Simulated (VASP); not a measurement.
# Cu in VASP: single point with r2SCAN

Aim: the single point of Cu with r2SCAN.

All numbers are computed with VASP 6.6.1; they aren't measurements. Logs are shortened: lines on timing, memory, paths and dates and some standing lists are left out, and cuts for length are marked.

## 1. The cell of the first run

The cell holds a slab with vacuum, 7 atoms: a = 2.529 Å, b = 2.529 Å, c = 27.391 Å, α = 90.00°, β = 90.00°, γ = 120.00°.

## 2. Single point, r2SCAN

The input, POSCAR:

```
Cu
1.0
    2.5292360134      0.0000000000      0.0000000000
   -1.2646180067      2.1903826397      0.0000000000
    0.0000000000      0.0000000000     27.3906753436
Cu
7
Direct
    0.6666666667      0.3333333333      0.2738158116
    0.3333333333      0.6666666667      0.3492105411
    0.0000000000      0.0000000000      0.4246052705
    0.6666666667      0.3333333333      0.5000000000
    0.3333333333      0.6666666667      0.5753947295
    0.0000000000      0.0000000000      0.6507894589
    0.6666666667      0.3333333333      0.7261841884
```

The input, INCAR.step1:

```
PREC     = Accurate       # precision mode
ENCUT    = 520            # plane-wave cutoff, eV
ISMEAR   = 0              # smearing method
SIGMA    = 0.1            # smearing width, eV
LREAL    = False          # projectors in reciprocal space
LASPH    = True           # aspherical terms in the spheres
NELM     = 80             # most SCF steps
LDIPOL   = True         
IDIPOL   = 3            
DIPOL    = 0.5 0.5 0.500
NBANDS   = 48             # bands
GGA      = PE             # functional
ALGO     = Normal         # electronic algorithm
EDIFF    = 1E-4           # SCF threshold, eV
LWAVE    = True           # write WAVECAR
LCHARG   = False          # write CHGCAR
```

The input, INCAR.step2:

```
PREC     = Accurate       # precision mode
ENCUT    = 520            # plane-wave cutoff, eV
EDIFF    = 1E-6           # SCF threshold, eV
ISMEAR   = 0              # smearing method
SIGMA    = 0.1            # smearing width, eV
LREAL    = False          # projectors in reciprocal space
LASPH    = True           # aspherical terms in the spheres
NELM     = 80             # most SCF steps
ALGO     = Normal         # electronic algorithm
ISIF     = 2              # what is computed and relaxed
LWAVE    = False          # write WAVECAR
LCHARG   = False          # write CHGCAR
LDIPOL   = True         
IDIPOL   = 3            
DIPOL    = 0.5 0.5 0.500
METAGGA  = R2SCAN         # meta-GGA
LMIXTAU  = True         
NBANDS   = 48             # bands
ISTART   = 1
```

The input, KPOINTS:

```
regular mesh
0
Gamma
  15 15 1
```

Potentials or basis: VASP PAW PBE potentials, release 64 (Cu).

On the command line:

```bash
$ cat potpaw_PBE.64/Cu/POTCAR > POTCAR
$ cp INCAR.step1 INCAR
$ mpirun -np 1 vasp_std > vasp.out
$ cp INCAR.step2 INCAR
$ mpirun -np 1 vasp_std > vasp.out
```

OUTCAR:

```text
PREC = Accurate
   ENCUT = 520
   EDIFF = 1E-6
   ISMEAR = 0
   LREAL = False
   LASPH = True
   NELM = 80
   ISIF = 2
   METAGGA = R2SCAN
   ISTART = 1

 ion  position               nearest neighbor table
   1  0.667  0.333  0.274-   2 2.53   2 2.53   2 2.53
   2  0.333  0.667  0.349-   3 2.53   3 2.53   3 2.53   1 2.53   1 2.53   1 2.53
   3  0.000  0.000  0.425-   2 2.53   2 2.53   2 2.53   4 2.53   4 2.53   4 2.53
   4  0.667  0.333  0.500-   5 2.53   5 2.53   3 2.53   3 2.53   3 2.53   5 2.53
   5  0.333  0.667  0.575-   6 2.53   6 2.53   6 2.53   4 2.53   4 2.53   4 2.53
   6  0.000  0.000  0.651-   5 2.53   5 2.53   5 2.53   7 2.53   7 2.53   7 2.53
   7  0.667  0.333  0.726-   6 2.53   6 2.53   6 2.53

  LATTYP: Found a hexagonal cell.
 ALAT       =     2.5292360134
 C/A-ratio  =    10.8296241230

  Lattice vectors:

 A1 = (   2.5292360134,   0.0000000000,   0.0000000000)
 A2 = (  -1.2646180067,   2.1903826397,   0.0000000000)
 A3 = (   0.0000000000,   0.0000000000,  27.3906753436)

Analysis of symmetry for initial positions (statically):
=====================================================================
 Subroutine PRICEL returns:
 Original cell was already a primitive cell.

 Routine SETGRP: Setting up the symmetry group for a
 hexagonal supercell.

 Subroutine GETGRP returns: Found 12 space group operations
 (whereof  6 operations were pure point group operations)
 out of a pool of 24 trial point group operations.

The static configuration has the point symmetry C_3v.
 The point group associated with its full space group is D_3d.

Analysis of symmetry for dynamics (positions and initial velocities):
=====================================================================
 Subroutine PRICEL returns:
 Original cell was already a primitive cell.

 Routine SETGRP: Setting up the symmetry group for a
 hexagonal supercell.

 Subroutine GETGRP returns: Found 12 space group operations
 (whereof  6 operations were pure point group operations)
 out of a pool of 24 trial point group operations.

The dynamic configuration has the point symmetry C_3v.
 The point group associated with its full space group is D_3d.

 Subroutine INISYM returns: Found 12 space group operations
 (whereof  6 operations are pure point group operations),
 and found     1 'primitive' translations

----------------------------------------------------------------------------------------

                                     Primitive cell

  volume of cell :     151.7442

  direct lattice vectors                    reciprocal lattice vectors
     2.529236013  0.000000000  0.000000000     0.395376309  0.228270619  0.000000000
    -1.264618007  2.190382640  0.000000000     0.000000000  0.456541237  0.000000000
     0.000000000  0.000000000 27.390675344     0.000000000  0.000000000  0.036508775

  length of vectors
     2.529236013  2.529236013 27.390675344     0.456541237  0.456541237  0.036508775

  position of ions in fractional coordinates (direct lattice)
     0.666666667  0.333333333  0.273815812
     0.333333333  0.666666667  0.349210541
     0.000000000  0.000000000  0.424605271
     0.666666667  0.333333333  0.500000000
     0.333333333  0.666666667  0.575394729
     0.000000000  0.000000000  0.650789459
     0.666666667  0.333333333  0.726184188

  ion indices of the primitive-cell ions
   primitive index   ion index
                 1           1
                 2           2
                 3           3
                 4           4
                 5           5
                 6           6
                 7           7

----------------------------------------------------------------------------------------

 KPOINTS: regular mesh

Automatic generation of k-mesh.
 Grid dimensions read from file:
 generate k-points for:   15   15    1

 Generating k-lattice:

  Cartesian coordinates                     Fractional coordinates (reciprocal lattice)
     0.026358421  0.015218041  0.000000000     0.066666667  0.000000000  0.000000000
     0.000000000  0.030436082  0.000000000     0.000000000  0.066666667  0.000000000
     0.000000000  0.000000000  0.036508775     0.000000000  0.000000000  1.000000000

  Length of vectors
     0.030436082  0.030436082  0.036508775

  Shift w.r.t. Gamma in fractional coordinates (k-lattice)
     0.000000000  0.000000000  0.000000000

 Subroutine IBZKPT returns following result:
 ===========================================

 Found     27 irreducible k-points:

 Following reciprocal coordinates:
            Coordinates               Weight
  0.000000  0.000000  0.000000      1.000000
  0.066667  0.000000  0.000000      6.000000
  0.133333  0.000000  0.000000      6.000000
  0.200000  0.000000  0.000000      6.000000
  0.266667  0.000000  0.000000      6.000000
  0.333333  0.000000  0.000000      6.000000
[... 16 lines left out ...]
  0.333333  0.200000  0.000000     12.000000
  0.400000  0.200000  0.000000      6.000000
 [... further k-points ...]
   k-points           NKPTS =     27   k-points in BZ     NKDIM =     27   number of bands    NBANDS=     48
   number of dos      NEDOS =    301   number of ions     NIONS =      7
   total plane-waves  NPLWV =  84000
   dimension x,y,z NGX =    20 NGY =   20 NGZ =  210
   dimension x,y,z NGXF=    40 NGYF=   40 NGZF=  420
   ions per type =               7
   NGX,Y,Z   is equivalent  to a cutoff of  13.15, 13.15, 12.75 a.u.
   NGXF,Y,Z  is equivalent  to a cutoff of  26.29, 26.29, 25.49 a.u.
 SYSTEM =  unknown system
   PREC   = accura    normal or accurate (medium, high low for compatibility)
   ISTART =      1    job   : 0-new  1-cont  2-samecut
   ICHARG =      0    charge: 1-file 2-atom 10-const
   ISPIN  =      1    spin polarized calculation?
   LNONCOLLINEAR =      F non collinear calculations
   LSORBIT =      F    spin-orbit coupling
   LASPH  =      T    aspherical Exc in radial PAW
   ENCUT  =  520.0 eV  38.22 Ry    6.18 a.u.   4.70  4.70 50.93*2*pi/ulx,y,z
   NELM   =     80;   NELMIN=  2; NELMDL=  0     # of ELM steps
   EDIFF  = 0.1E-05   stopping-criterion for ELM
   LREAL  =      F    real-space projection
   EDIFFG = 0.1E-04   stopping-criterion for IOM
   NSW    =      0    number of steps for IOM
   IBRION =     -1    ionic relax: 0-MD 1-quasi-New 2-CG
   NFREE  =      0    steps in history (QN), initial steepest desc. (CG)
   ISIF   =      2    stress and relaxation
   ISYM   =      2    0-nonsym 1-usesym 2-fastsym
   POTIM  = 0.5000    time-step for ionic-motion
   TEBEG  =    0.0;   TEEND  =   0.0 temperature during run
   PSTRESS=    0.0 pullay stress
   NELECT =      77.0000    total number of electrons
   NUPDOWN=      -1.0000    fix difference up-down
   EMIN   =  10.00;   EMAX   =-10.00  energy-range for DOS
   EFERMI =   0.00;   METHOD = LEGACY
   ISMEAR =     0;   SIGMA  =   0.10  broadening in eV -4-tet -1-fermi 0-gaus
   EFERMI_NEDOS =   21; number of points for ismear=-14 and -15
   IALGO  =     38    algorithm
   IMIX   =      4    mixing-type and parameters
     AMIX     =   0.40;   BMIX     =  1.00
     AMIX_MAG =   1.60;   BMIX_MAG =  1.00
  volume/ion in A,a.u.               =      21.68       146.29
  Fermi-wavevector in a.u.,A,eV,Ry     =   1.305773  2.467553 23.198523  1.705043
  Thomas-Fermi vector in A             =   2.436620
   LORBIT       =      0    0 simple, 1 ext, 2 COOP (PROOUT), +10 PAW based schemes
   METAGGA = R2SCAN    functional components
   LHFCALC =     F    Hartree Fock is set to
   AEXX    =    0.0000 exact exchange contribution
   IVDW    =     0    specifies the selected vdW correction
   LEPSILON=     F    determine dielectric tensor
   LRPA    =     F    only Hartree local field effects (RPA)
 non-spin polarized calculation
 Gauss-broadening in eV      SIGMA  =   0.10
  energy-cutoff  :      520.00
  volume of cell :      151.74
 maximum number of plane-waves:      4121
 NGX is ok and might be reduce to    20
   NGX =  9   NGY =  9   NGZ =101

 number of electron      76.9999995 magnetization

 dipolmoment           0.000000      0.000000      0.000002 electrons x Angstroem

 Free energy of the ion-electron system (eV)
  ---------------------------------------------------
  ext. energy  EPLUGINS =         0.00000000
  ---------------------------------------------------
  free energy    TOTEN  =       -74.74893791 eV

  energy without entropy =      -74.74180208  energy(sigma->0) =      -74.74537000

 E-fermi :   1.9264     XC(G=0):  -7.9812

 val. band max:        1.9040512550   @ k =   0.1333   0.1333   0.0000
 cond. band min:       1.9988599049   @ k =   0.4000   0.1333   0.0000
 fundamental gap:      0.0948086499
 Fermi energy:         1.9263817103

 k-point     1 :       0.0000    0.0000    0.0000
  band No.  band energies     occupation
      1      -7.9455      2.00000
      2      -7.4023      2.00000
      3      -6.5719      2.00000
      4      -5.5504      2.00000
      5      -4.5077      2.00000
      6      -3.8150      2.00000
[... 40 lines left out ...]
     47       8.2058      0.00000
     48       8.6826      0.00000

 k-point     2 :       0.0667    0.0000    0.0000
  band No.  band energies     occupation
      1      -7.7934      2.00000
      2      -7.2529      2.00000
      3      -6.4272      2.00000
      4      -5.4128      2.00000
      5      -4.3810      2.00000
      6      -3.7032      2.00000
[... 40 lines left out ...]
     47       8.3397      0.00000
     48       8.8016      0.00000

 k-point     3 :       0.1333    0.0000    0.0000
  band No.  band energies     occupation
      1      -7.3440      2.00000
      2      -6.8130      2.00000
      3      -6.0042      2.00000
      4      -5.0162      2.00000
      5      -4.0244      2.00000
      6      -3.3935      2.00000
[... 1060 lines left out ...]
     47       9.8465      0.00000
     48      10.1835      0.00000

 k-point    24 :       0.4000    0.2000    0.0000
  band No.  band energies     occupation
      1      -2.9999      2.00000
      2      -2.9786      2.00000
      3      -2.8051      2.00000
      4      -2.7745      2.00000
      5      -2.6420      2.00000
      6      -2.5989      2.00000
[... 40 lines left out ...]
     47       9.4927      0.00000
     48       9.9814      0.00000

 [... further k-points ...]

------------------------ aborting loop because EDIFF is reached ----------------------------------------

 vacuum level on the upper side and lower side of the slab       (xc-potential included)        -0.089        -0.089

  FORCE on cell =-STRESS in cart. coord.  units (eV):
  Direction    XX          YY          ZZ          XY          YZ          ZX
  --------------------------------------------------------------------------------------
  -------------------------------------------------------------------------------------
  Total       -1.4390067     -1.4390067     -0.0877343      0.0000000      0.0000000      0.0000000
  in kB      -15.1936216    -15.1936216     -0.9263342      0.0000000      0.0000000      0.0000000
  external PRESSURE =     -10.4378592 kB  Pullay stress =       0.0000000 kB

 VOLUME and BASIS-vectors are now :
 -----------------------------------------------------------------------------
  energy-cutoff  :      520.00
  volume of cell :      151.74
      direct lattice vectors                 reciprocal lattice vectors
     2.529236013  0.000000000  0.000000000     0.395376309  0.228270619  0.000000000
    -1.264618007  2.190382640  0.000000000     0.000000000  0.456541237  0.000000000
     0.000000000  0.000000000 27.390675344     0.000000000  0.000000000  0.036508775

 POSITION                                       TOTAL-FORCE (eV/Angst)
 -----------------------------------------------------------------------------------
      1.26462      0.73013      7.50000         0.000000     -0.000000      0.058227
     -0.00000      1.46026      9.56511         0.000000     -0.000000     -0.080405
      0.00000      0.00000     11.63023        -0.000000      0.000000     -0.029490
      1.26462      0.73013     13.69534        -0.000000      0.000000      0.000000
     -0.00000      1.46026     15.76045        -0.000000     -0.000000      0.029490
      0.00000      0.00000     17.82556        -0.000000      0.000000      0.080405
      1.26462      0.73013     19.89068        -0.000000      0.000000     -0.058227
 -----------------------------------------------------------------------------------
    total drift:                               -0.000008      0.000005      0.000113

  FREE ENERGIE OF THE ION-ELECTRON SYSTEM (eV)
  ---------------------------------------------------
  free  energy   TOTEN  =       -74.7489379146 eV

  energy  without entropy=      -74.7418020786  energy(sigma->0) =      -74.74537000

 vacuum level on the upper side and lower side of the slab         6.680         6.682
```

Run time: 17 min. Hardware: 1 thread of AMD EPYC 7R13 (Zen 3), shared host; peak memory 0.35 GiB.

What came out:

* Free energy: -74.7489 eV
* Largest force: 0.080 eV/Å
* Band gap on the k mesh: zero (an odd number of electrons rules out a gap without spin polarisation)

Forces on the atoms (eV/Å):
```
Cu   0.000  0.000  0.058
Cu   0.000  0.000 -0.080
Cu   0.000  0.000 -0.029
Cu   0.000  0.000  0.000
Cu   0.000  0.000  0.029
Cu   0.000  0.000  0.080
Cu   0.000  0.000 -0.058
```

Levels at points of the mesh, in eV from the Fermi level:
```tsv
k point	band 35	band 36	band 37	band 38	band 39	band 40	band 41	band 42	band 43	band 44
(0.00, 0.00, 0.00)	-2.24	-2.05	-2.05	-1.85	-1.85	-1.83	-1.83	-0.89	-0.54	4.35
```

Caveat: the PAW data sets were made with another functional, which shifts forces and pressure a little.
